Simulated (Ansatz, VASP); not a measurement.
Two plane-wave programs on Na2Bi

File INCAR:

```
  ALGO = Fast
  EDIFF = 1E-6
  ENCUT = 520
  GGA = PE
  ISIF = 2
  ISMEAR = 0
  LASPH = T
  LCHARG = F
  LREAL = F
  LWAVE = F
  NBANDS = 38
  NELM = 60
  PREC = Accurate
  SIGMA = 0.2
```

KPOINTS

```
k-points
0
Gamma
  6 4 4
```

The input POSCAR:

```
Na2Bi
1.0
    0.0000000000      0.0000000000     -3.5524191000
    2.6656390050     -4.6170221913      0.0000000000
   -7.9969170150     -4.6170221913      0.0000000000
Na Bi
4 2
Direct
    0.3353990000      0.0000000000      0.6666666667
    0.3353990000      0.5000000000      0.1666666667
    0.6646010000      0.5000000000      0.8333333333
    0.6646010000      0.0000000000      0.3333333333
    0.0000000000      0.0000000000      0.0000000000
    0.0000000000      0.5000000000      0.5000000000
```

Input for Ansatz:

```yaml
crystal:
  lattice:
    - [0.0, 0.0, -3.5524191]
    - [2.665639005, -4.6170221913, 0.0]
    - [-7.996917015, -4.6170221913, 0.0]
  atoms:
    - { symbol: Na, position: [0.335399, 0.0, 0.6666666667] }
    - { symbol: Na, position: [0.335399, 0.5, 0.1666666667] }
    - { symbol: Na, position: [0.664601, 0.5, 0.8333333333] }
    - { symbol: Na, position: [0.664601, 0.0, 0.3333333333] }
    - { symbol: Bi, position: [0.0, 0.0, 0.0] }
    - { symbol: Bi, position: [0.0, 0.5, 0.5] }
basis:
  ecutwfc: 420
kpoints:
  mp_grid: { grid: [6, 4, 4] }
hamiltonian:
  xc: pbe
scf:
  occupations: { method: gaussian, width: 0.2 }
  lower_state_search: "off"
output:
  forces: true
  stress: true
  eigenvalues: true
```

Alike in both runs: task single point; functional PBE; k mesh 6 × 4 × 4; occupations gaussian, width 0.2 eV; no spin polarisation.

|  | VASP | Ansatz |
| --- | --- | --- |
| version | VASP 6.6.1 | Ansatz 0.2.0 |
| potentials or method | VASP PAW PBE potentials, release 64 (Na_pv, Bi_d), cutoff 520 eV | scalar-relativistic, plane waves, PAW |
| valence electrons in the cell | 58 | 66 |

|  | VASP | Ansatz | Ansatz less VASP |
| --- | --- | --- | --- |
| gap on the k mesh at the Fermi level (eV) | none | none | - |
| pressure (GPa) | 0.0 | -0.1 | -0.05 |
| traceless stress, the component that is largest in VASP (GPa) | -1.33 | -1.30 | +0.028 |
| rms of the force components (eV/Å) | 0.011 | 0.011 | 0.0000 |

Atom by atom the forces differ by 0.000 eV/Å (rms over components). A gap of «none» marks a metal or a gap that the smearing closes. With one functional, cell and mesh, what is left measures potentials, basis and numerics. VASP's potentials hold 58 valence electrons a cell and Ansatz's 66, so a difference there can come from the potentials and not from the codes.

Spin-orbit coupling is off throughout.
